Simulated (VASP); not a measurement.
A run of VASP 6.6.1:

Contents of INCAR:

```
  ALGO = Normal
  EDIFF = 1E-6
  ENCUT = 520
  GGA = PS
  ISIF = 2
  ISMEAR = 0
  LASPH = True
  LCHARG = True
  LELF = True
  LREAL = False
  LVHAR = True
  LWAVE = False
  NBANDS = 17
  NELM = 60
  PREC = Accurate
  SIGMA = 0.1
```

KPOINTS

```
k-points
0
Gamma
  6 6 6
```

File POSCAR:

```
SnSe
1.0
    0.0000000000     -3.0100000000     -3.0100000000
    3.0100000000      0.0000000000     -3.0100000000
    3.0100000000     -3.0100000000      0.0000000000
Sn Se
1 1
Direct
    0.5000000000      0.5000000000      0.5000000000
    0.0000000000      0.0000000000      0.0000000000
```

Potentials or basis: VASP PAW PBE potentials, release 64 (Sn_d, Se).

Run with:

```sh
$ cat potpaw_PBE.64/Sn_d/POTCAR potpaw_PBE.64/Se/POTCAR > POTCAR
$ mpirun -np 1 vasp_std > vasp.out
```

Hardware: 1 thread of Intel Xeon 6975P-C, with other jobs on the host.

Q: Estimate the wall time of this run.

A: Wall time 11 s on 1 thread of Intel Xeon 6975P-C, on a shared host, peak memory 0.17 GiB. Counts: scf iterations 12, k points 16.
